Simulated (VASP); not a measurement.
# Mg3B (Pm-3m) in VASP: a series of runs

The runs below take Mg3B through single point, relaxation of cell and atoms, with PBE.

Everything below comes from runs of VASP 6.6.1. Logs are shortened: lines on timing, memory, paths and dates and some standing lists are left out, and cuts for length are marked.

### 1 The cell of the first run

Symmetry: Pm-3m, No. 221, cubic system. Conventional cell: a = 3.937 Å, b = 3.937 Å, c = 3.937 Å, α = 90.00°, β = 90.00°, γ = 90.00°. Within 3.7 Å of Mg (site symmetry 4/mmm) lie 8 Mg at 2.78 Å and 4 B at 2.78 Å. Within 3.7 Å of B (site symmetry m-3m) lie 12 Mg at 2.78 Å.

### 2 Single point, PBE

INCAR reads:

```
PREC     = Accurate       # precision mode
ENCUT    = 520            # plane-wave cutoff, eV
EDIFF    = 1E-6           # SCF threshold, eV
ISMEAR   = 0              # smearing method
SIGMA    = 0.1            # smearing width, eV
LREAL    = False          # projectors in reciprocal space
LASPH    = True           # aspherical terms in the spheres
NELM     = 60             # most SCF steps
ALGO     = Normal         # electronic algorithm
ISIF     = 2              # what is computed and relaxed
LWAVE    = False          # write WAVECAR
LCHARG   = False          # write CHGCAR
GGA      = PE             # functional
NBANDS   = 12             # bands
```

KPOINTS reads:

```
regular mesh
0
Gamma
  4 4 4
```

POSCAR reads:

```
Mg3B
1.0
    3.9368916194      0.0000000000      0.0000000000
    0.0000000000      3.9368916194      0.0000000000
    0.0000000000      0.0000000000      3.9368916194
Mg B
3 1
Direct
    0.0000000000      0.5000000000      0.5000000000
    0.5000000000      0.0000000000      0.5000000000
    0.5000000000      0.5000000000      0.0000000000
    0.0000000000      0.0000000000      0.0000000000
```

Potentials or basis: VASP PAW PBE potentials, release 64 (Mg, B).

Launch:

```bash
cat potpaw_PBE.64/Mg/POTCAR potpaw_PBE.64/B/POTCAR > POTCAR
mpirun -np 1 vasp_std > vasp.out
```

OUTCAR:

```text
PREC = Accurate
   ENCUT = 520
   EDIFF = 1E-6
   ISMEAR = 0
   LREAL = False
   LASPH = True
   NELM = 60
   ISIF = 2
   GGA = PE

 ion  position               nearest neighbor table
   1  0.000  0.500  0.500-   2 2.78   3 2.78   4 2.78   3 2.78   4 2.78   2 2.78   4 2.78   4 2.78
                             2 2.78   3 2.78   3 2.78   2 2.78
   2  0.500  0.000  0.500-   1 2.78   3 2.78   4 2.78   3 2.78   4 2.78   1 2.78   3 2.78   3 2.78
                             1 2.78   4 2.78   4 2.78   1 2.78
   3  0.500  0.500  0.000-   1 2.78   2 2.78   4 2.78   1 2.78   2 2.78   2 2.78   4 2.78   2 2.78
                             1 2.78   4 2.78   1 2.78   4 2.78
   4  0.000  0.000  0.000-   1 2.78   2 2.78   3 2.78   1 2.78   2 2.78   1 2.78   3 2.78   1 2.78
                             2 2.78   3 2.78   2 2.78   3 2.78

  LATTYP: Found a simple cubic cell.
 ALAT       =     3.9368916194

  Lattice vectors:

 A1 = (   3.9368916194,   0.0000000000,   0.0000000000)
 A2 = (   0.0000000000,   3.9368916194,   0.0000000000)
 A3 = (   0.0000000000,   0.0000000000,   3.9368916194)

Analysis of symmetry for initial positions (statically):
=====================================================================
 Subroutine PRICEL returns:
 Original cell was already a primitive cell.

 Routine SETGRP: Setting up the symmetry group for a
 simple cubic supercell.

 Subroutine GETGRP returns: Found 48 space group operations
 (whereof 48 operations were pure point group operations)
 out of a pool of 48 trial point group operations.

The static configuration has the point symmetry O_h .

Analysis of symmetry for dynamics (positions and initial velocities):
=====================================================================
 Subroutine PRICEL returns:
 Original cell was already a primitive cell.

 Routine SETGRP: Setting up the symmetry group for a
 simple cubic supercell.

 Subroutine GETGRP returns: Found 48 space group operations
 (whereof 48 operations were pure point group operations)
 out of a pool of 48 trial point group operations.

The dynamic configuration has the point symmetry O_h .

 Subroutine INISYM returns: Found 48 space group operations
 (whereof 48 operations are pure point group operations),
 and found     1 'primitive' translations

----------------------------------------------------------------------------------------

                                     Primitive cell

  volume of cell :      61.0183

  direct lattice vectors                    reciprocal lattice vectors
     3.936891619  0.000000000  0.000000000     0.254007501  0.000000000  0.000000000
     0.000000000  3.936891619  0.000000000     0.000000000  0.254007501  0.000000000
     0.000000000  0.000000000  3.936891619     0.000000000  0.000000000  0.254007501

  length of vectors
     3.936891619  3.936891619  3.936891619     0.254007501  0.254007501  0.254007501

  position of ions in fractional coordinates (direct lattice)
     0.000000000  0.500000000  0.500000000
     0.500000000  0.000000000  0.500000000
     0.500000000  0.500000000  0.000000000
     0.000000000  0.000000000  0.000000000

  ion indices of the primitive-cell ions
   primitive index   ion index
                 1           1
                 2           2
                 3           3
                 4           4

----------------------------------------------------------------------------------------

 KPOINTS: regular mesh

Automatic generation of k-mesh.
 Grid dimensions read from file:
 generate k-points for:    4    4    4

 Generating k-lattice:

  Cartesian coordinates                     Fractional coordinates (reciprocal lattice)
     0.063501875  0.000000000  0.000000000     0.250000000  0.000000000  0.000000000
     0.000000000  0.063501875  0.000000000     0.000000000  0.250000000  0.000000000
     0.000000000  0.000000000  0.063501875     0.000000000  0.000000000  0.250000000

  Length of vectors
     0.063501875  0.063501875  0.063501875

  Shift w.r.t. Gamma in fractional coordinates (k-lattice)
     0.000000000  0.000000000  0.000000000

 Subroutine IBZKPT returns following result:
 ===========================================

 Found     10 irreducible k-points:

 Following reciprocal coordinates:
            Coordinates               Weight
  0.000000  0.000000  0.000000      1.000000
  0.250000  0.000000  0.000000      6.000000
  0.500000  0.000000  0.000000      3.000000
  0.250000  0.250000  0.000000     12.000000
  0.500000  0.250000  0.000000     12.000000
  0.500000  0.500000  0.000000      3.000000
  0.250000  0.250000  0.250000      8.000000
  0.500000  0.250000  0.250000     12.000000
  0.500000  0.500000  0.250000      6.000000
  0.500000  0.500000  0.500000      1.000000
   k-points           NKPTS =     10   k-points in BZ     NKDIM =     10   number of bands    NBANDS=     12
   number of dos      NEDOS =    301   number of ions     NIONS =      4
   total plane-waves  NPLWV =  27000
[... 28 lines left out ...]
   EMIN   =  10.00;   EMAX   =-10.00  energy-range for DOS
   EFERMI =   0.00;   METHOD = LEGACY
   ISMEAR =     0;   SIGMA  =   0.10  broadening in eV -4-tet -1-fermi 0-gaus
   EFERMI_NEDOS =   21; number of points for ismear=-14 and -15
   IALGO  =     38    algorithm
   IMIX   =      4    mixing-type and parameters
     AMIX     =   0.40;   BMIX     =  1.00
     AMIX_MAG =   1.60;   BMIX_MAG =  1.00
  volume/ion in A,a.u.               =      15.25       102.94
  Fermi-wavevector in a.u.,A,eV,Ry     =   0.864972  1.634561 10.179568  0.748177
  Thomas-Fermi vector in A             =   1.983147
   LORBIT       =      0    0 simple, 1 ext, 2 COOP (PROOUT), +10 PAW based schemes
   GGA     = PE    functional components
   LHFCALC =     F    Hartree Fock is set to
   AEXX    =    0.0000 exact exchange contribution
   IVDW    =     0    specifies the selected vdW correction
   LEPSILON=     F    determine dielectric tensor
   LRPA    =     F    only Hartree local field effects (RPA)
 non-spin polarized calculation
 Gauss-broadening in eV      SIGMA  =   0.10
  energy-cutoff  :      520.00
  volume of cell :       61.02
 maximum number of plane-waves:      1671
 NGX is ok and might be reduce to    30
   NGX = 15   NGY = 15   NGZ = 15

 number of electron       9.0000000 magnetization

 Free energy of the ion-electron system (eV)
  ---------------------------------------------------
  ext. energy  EPLUGINS =         0.00000000
  ---------------------------------------------------
  free energy    TOTEN  =        -8.82401247 eV

  energy without entropy =       -8.81519071  energy(sigma->0) =       -8.81960159

 E-fermi :   4.3110     XC(G=0):  -9.6824

 val. band max:        4.1930494428   @ k =   0.5000   0.0000   0.0000
 cond. band min:       4.3293650648   @ k =   0.2500   0.2500   0.2500
 fundamental gap:      0.1363156220
 Fermi energy:         4.3109630181

 k-point     1 :       0.0000    0.0000    0.0000
  band No.  band energies     occupation
      1      -5.0331      2.00000
      2       2.5395      2.00000
      3       3.1416      2.00000
      4       3.1416      2.00000
      5       3.1416      2.00000
      6       6.4166      0.00000
      7       6.4166      0.00000
      8      10.0009      0.00000
      9      10.0009      0.00000
     10      10.0009      0.00000
     11      12.2191      0.00000
     12      12.3817      0.00000

 k-point     2 :       0.2500    0.0000    0.0000
  band No.  band energies     occupation
      1      -4.4893      2.00000
      2       0.0155      2.00000
      3       3.5442      2.00000
      4       3.5442      2.00000
      5       4.0277      1.99994
      6       6.8811      0.00000
      7       7.9577      0.00000
      8       8.1782      0.00000
      9       8.1782      0.00000
     10       9.5890      0.00000
     11      12.4241      0.00000
     12      12.4241      0.00000
[... 91 lines left out ...]
 k-point     9 :       0.5000    0.5000    0.2500
  band No.  band energies     occupation
      1      -1.6540      2.00000
      2       0.5090      2.00000
      3       0.5090      2.00000
      4       0.8882      2.00000
      5       2.9174      2.00000
      6       5.6019      0.00000
      7       5.6019      0.00000
      8       5.6891      0.00000
      9      10.8351      0.00000
     10      12.3798      0.00000
     11      12.3798      0.00000
     12      14.5506      0.00000

 k-point    10 :       0.5000    0.5000    0.5000
  band No.  band energies     occupation
      1      -1.0082      2.00000
      2       1.3911      2.00000
      3       1.3911      2.00000
      4       1.3911      2.00000
      5       1.8925      2.00000
      6       3.6643      2.00000
      7       3.6643      2.00000
      8       3.6643      2.00000
      9      13.1803      0.00000
     10      13.1803      0.00000
     11      13.1803      0.00000
     12      18.0610      0.00000

------------------------ aborting loop because EDIFF is reached ----------------------------------------

  FORCE on cell =-STRESS in cart. coord.  units (eV):
  Direction    XX          YY          ZZ          XY          YZ          ZX
  --------------------------------------------------------------------------------------
  -------------------------------------------------------------------------------------
  Total        2.0197440      2.0197440      2.0197440     -0.0000000     -0.0000000      0.0000000
  in kB       53.0330399     53.0330399     53.0330399     -0.0000000     -0.0000000      0.0000000
  external PRESSURE =      53.0330399 kB  Pullay stress =       0.0000000 kB

 VOLUME and BASIS-vectors are now :
 -----------------------------------------------------------------------------
  energy-cutoff  :      520.00
  volume of cell :       61.02
      direct lattice vectors                 reciprocal lattice vectors
     3.936891619  0.000000000  0.000000000     0.254007501  0.000000000  0.000000000
     0.000000000  3.936891619  0.000000000     0.000000000  0.254007501  0.000000000
     0.000000000  0.000000000  3.936891619     0.000000000  0.000000000  0.254007501

 POSITION                                       TOTAL-FORCE (eV/Angst)
 -----------------------------------------------------------------------------------
      0.00000      1.96845      1.96845         0.000000      0.000000      0.000000
      1.96845      0.00000      1.96845         0.000000      0.000000      0.000000
      1.96845      1.96845      0.00000         0.000000      0.000000      0.000000
      0.00000      0.00000      0.00000         0.000000      0.000000      0.000000
 -----------------------------------------------------------------------------------
    total drift:                               -0.000000     -0.000000      0.000000

  FREE ENERGIE OF THE ION-ELECTRON SYSTEM (eV)
  ---------------------------------------------------
  free  energy   TOTEN  =        -8.8240124680 eV

  energy  without entropy=       -8.8151907106  energy(sigma->0) =       -8.81960159
```

Wall time 14 s (1 thread of AMD EPYC 7R43 (Zen 3), shared host); peak memory 0.12 GiB.

What came out:

```yaml
Free_energy: -8.8240 eV
Pressure: 5.3 GPa
```

Levels at points of the mesh, in eV from the Fermi level:
```
           k point  band 1  band 2  band 3  band 4  band 5  band 6  band 7  band 8
(0.00, 0.00, 0.00)   -9.34   -1.77   -1.17   -1.17   -1.17    2.11    2.11    5.69
(0.50, 0.00, 0.00)   -7.65   -6.41   -0.12   -0.12    0.82    1.85    2.35    2.35
(0.50, 0.50, 0.00)   -6.36   -4.31   -4.31   -3.95    0.63    3.86    4.03    4.81
(0.50, 0.50, 0.50)   -5.32   -2.92   -2.92   -2.92   -2.42   -0.65   -0.65   -0.65
```

Caveat: the k points lie up to 0.40 Å⁻¹ apart.

### 3 Single point, PBE

This run uses another cell than the first one, of 16.58 Å³/atom, 1.087 times its volume.

INCAR reads:

```
SYSTEM = Mg3B
PREC     = Accurate       ! precision mode
ENCUT    = 520            ! plane-wave cutoff, eV
EDIFF    = 1E-6           ! SCF threshold, eV
ISMEAR   = 0              ! smearing method
SIGMA    = 0.1            ! smearing width, eV
LREAL    = .FALSE.        ! projectors in reciprocal space
LASPH    = .TRUE.         ! aspherical terms in the spheres
NELM     = 80             ! most SCF steps
ALGO     = Fast           ! electronic algorithm
ISIF     = 2              ! what is computed and relaxed
LWAVE    = .FALSE.        ! write WAVECAR
LCHARG   = .FALSE.        ! write CHGCAR
GGA      = PE             ! functional
NBANDS   = 12             ! bands
```

KPOINTS reads:

```
regular mesh
0
G
  4 4 4
  0 0 0
```

POSCAR reads:

```
Mg3B
1.0
    4.0474854100      0.0000000000      0.0000000000
    0.0000000000      4.0474854100      0.0000000000
    0.0000000000      0.0000000000      4.0474854100
Mg B
3 1
Direct
    0.0000000000      0.5000000000      0.5000000000
    0.5000000000      0.0000000000      0.5000000000
    0.5000000000      0.5000000000      0.0000000000
    0.0000000000      0.0000000000      0.0000000000
```

Potentials or basis: VASP PAW PBE potentials, release 64 (Mg, B).

Launch:

```bash
cat potpaw_PBE.64/Mg/POTCAR potpaw_PBE.64/B/POTCAR > POTCAR
mpirun -np 1 vasp_std > vasp.out
```

Wall time 12 s (1 thread of AMD EPYC 7R43 (Zen 3), shared host); peak memory 0.12 GiB.

Results (log left out):

| Property | Result |
| --- | --- |
| Free energy | -8.9032 eV |
| Pressure | -0.2 GPa |

Levels at points of the mesh, in eV from the Fermi level:
| k point | band 1 | band 2 | band 3 | band 4 | band 5 | band 6 | band 7 | band 8 |
| --- | --- | --- | --- | --- | --- | --- | --- | --- |
| (0.00, 0.00, 0.00) | -8.95 | -1.89 | -1.12 | -1.12 | -1.12 | 1.97 | 1.97 | 5.26 |
| (0.50, 0.00, 0.00) | -7.37 | -6.14 | -0.09 | -0.09 | 0.83 | 1.36 | 2.18 | 2.18 |
| (0.50, 0.50, 0.00) | -6.19 | -4.11 | -4.11 | -3.83 | 0.63 | 3.46 | 3.79 | 4.43 |
| (0.50, 0.50, 0.50) | -5.25 | -2.74 | -2.74 | -2.74 | -2.34 | -0.76 | -0.76 | -0.76 |

Caveat: the k points lie up to 0.39 Å⁻¹ apart.

### 4 Relaxation of cell and atoms, PBE

INCAR reads:

```
SYSTEM = Mg3B
PREC     = Accurate       ! precision mode
ENCUT    = 600            ! plane-wave cutoff, eV
EDIFF    = 1E-7           ! SCF threshold, eV
ISMEAR   = 0              ! smearing method
SIGMA    = 0.1            ! smearing width, eV
LREAL    = .False.        ! projectors in reciprocal space
LASPH    = .True.         ! aspherical terms in the spheres
NELM     = 80             ! most SCF steps
ALGO     = Normal         ! electronic algorithm
ISIF     = 3              ! what is computed and relaxed
LWAVE    = .False.        ! write WAVECAR
LCHARG   = .False.        ! write CHGCAR
GGA      = PE             ! functional
IBRION   = 2              ! ionic algorithm
NSW      = 90             ! ionic steps
EDIFFG   = -0.04          ! ionic threshold
```

KPOINTS reads:

```
regular mesh
0
Gamma
  4 4 4
  0 0 0
```

POSCAR reads:

```
Mg3B
1.0
    3.9368916194      0.0000000000      0.0000000000
    0.0000000000      3.9368916194      0.0000000000
    0.0000000000      0.0000000000      3.9368916194
Mg B
3 1
Direct
    0.0000000000      0.5000000000      0.5000000000
    0.5000000000      0.0000000000      0.5000000000
    0.5000000000      0.5000000000      0.0000000000
    0.0000000000      0.0000000000      0.0000000000
```

Launch:

```bash
cat potpaw_PBE.64/Mg/POTCAR potpaw_PBE.64/B/POTCAR > POTCAR
mpirun -np 1 vasp_std > vasp.out
```

Run time: 22 s. Hardware: 1 thread of AMD EPYC 7R43 (Zen 3), shared host; peak memory 0.15 GiB.

The run converged. Its results:

| Property | Result |
| --- | --- |
| Free energy | -8.9035 eV |
| Relaxed volume | 16.54 Å³/atom |
| Relaxed cell | a = 4.044 Å, b = 4.044 Å, c = 4.044 Å, α = 90.00°, β = 90.00°, γ = 90.00° |
| Space group after relaxing (to 0.05 Å) | Pm-3m (No. 221) |
| Energy gained by relaxing | 19.7 meV/atom |
| Ionic steps | 3 |
| Pressure after relaxing | 0.0 GPa |

Step by step:
| step | energy change (eV) | largest force (eV/Å) | pressure (GPa) | volume (Å³) |
| --- | --- | --- | --- | --- |
| 1 | 0.0000 | 0.0000 | 5.30 | 61.02 |
| 2 | -0.0781 | 0.0000 | 0.46 | 65.59 |
| 3 | -0.0789 | 0.0000 | -0.02 | 66.15 |

Final structure:
```yaml
crystal:
  lattice:
    - [4.04420, 0.00000, 0.00000]
    - [0.00000, 4.04420, 0.00000]
    - [0.00000, 0.00000, 4.04420]
  atoms:
    - { symbol: Mg, position: [0.00000, 0.50000, 0.50000] }
    - { symbol: Mg, position: [0.50000, 0.00000, 0.50000] }
    - { symbol: Mg, position: [0.50000, 0.50000, 0.00000] }
    - { symbol: B, position: [0.00000, 0.00000, 0.00000] }
```

Levels at points of the mesh, in eV from the Fermi level:
```tsv
k point	band 1	band 2	band 3	band 4	band 5	band 6	band 7	band 8
(0.00, 0.00, 0.00)	-8.96	-1.89	-1.12	-1.12	-1.12	1.97	1.97	5.27
(0.50, 0.00, 0.00)	-7.38	-6.15	-0.09	-0.09	0.83	1.37	2.18	2.18
(0.50, 0.50, 0.00)	-6.20	-4.11	-4.11	-3.84	0.63	3.47	3.80	4.44
(0.50, 0.50, 0.50)	-5.26	-2.75	-2.75	-2.75	-2.34	-0.75	-0.75	-0.75
```

Caveat: the k points lie up to 0.39 Å⁻¹ apart in the final cell; the bands computed are all filled at some k points, so no gap is given.

### 5 Single point, PBE

This run uses another cell than the first one, of 16.53 Å³/atom, 1.084 times its volume.

INCAR reads:

```
SYSTEM = Mg3B
PREC = Accurate ; ENCUT = 520
EDIFF = 1E-6 ; ISMEAR = 0
SIGMA = 0.1 ; LREAL = .False.
LASPH = .True. ; NELM = 100
ALGO = Normal ; ISIF = 2
LWAVE = .False. ; LCHARG = .False.
GGA = PE ; NBANDS = 12
```

KPOINTS reads:

```
Automatic mesh
0
Gamma
  12 12 12
  0 0 0
```

POSCAR reads:

```
Mg3B
1.0
    4.0439356819      0.0000000000      0.0000000000
    0.0000000000      4.0439356819      0.0000000000
    0.0000000000      0.0000000000      4.0439356819
Mg B
3 1
Direct
    0.0000000000      0.5000000000      0.5000000000
    0.5000000000      0.0000000000      0.5000000000
    0.5000000000      0.5000000000      0.0000000000
    0.0000000000      0.0000000000      0.0000000000
```

Launch:

```bash
cat potpaw_PBE.64/Mg/POTCAR potpaw_PBE.64/B/POTCAR > POTCAR
mpirun -np 1 vasp_std > vasp.out
```

Wall time 46 s (1 thread of AMD EPYC 7R43 (Zen 3), shared host); peak memory 0.17 GiB.

The run converged. Its results:

| Property | Result |
| --- | --- |
| Free energy | -8.9898 eV |
| Pressure | -0.1 GPa |

Levels at points of the mesh, in eV from the Fermi level:
| k point | band 1 | band 2 | band 3 | band 4 | band 5 | band 6 | band 7 | band 8 |
| --- | --- | --- | --- | --- | --- | --- | --- | --- |
| (0.00, 0.00, 0.00) | -8.74 | -1.67 | -0.90 | -0.90 | -0.90 | 2.21 | 2.21 | 5.49 |
| (0.50, 0.00, 0.00) | -7.16 | -5.92 | 0.12 | 0.12 | 1.05 | 1.59 | 2.42 | 2.42 |
| (0.50, 0.50, 0.00) | -5.99 | -3.88 | -3.88 | -3.60 | 0.83 | 3.70 | 4.04 | 4.66 |
| (0.50, 0.50, 0.50) | -5.05 | -2.52 | -2.52 | -2.52 | -2.11 | -0.51 | -0.51 | -0.51 |

### 6 The runs side by side

```tsv
task	cell	k mesh	cutoff (eV)	gap on the mesh (eV)	pressure (GPa)
single point	a = 3.937 Å, 4 atoms	4 × 4 × 4	520	none	5.3
single point	a = 4.047 Å, 4 atoms	4 × 4 × 4	520	none	-0.2
relaxation of cell and atoms	relaxed from a = 3.937 Å, 4 atoms	4 × 4 × 4	600	-	0.0
single point	a = 4.044 Å, 4 atoms	12 × 12 × 12	520	none	-0.1
```

Alike in all rows: level PBE; potentials or basis VASP PAW PBE potentials, release 64 (Mg, B); no spin polarisation; smearing gaussian 0.1 eV.

Caveats: some runs use coarse meshes; the bands computed are all filled at some k points, so no gap is given (some runs).

Total energies depend on the potentials used, so only differences within one code and one set of settings carry meaning.
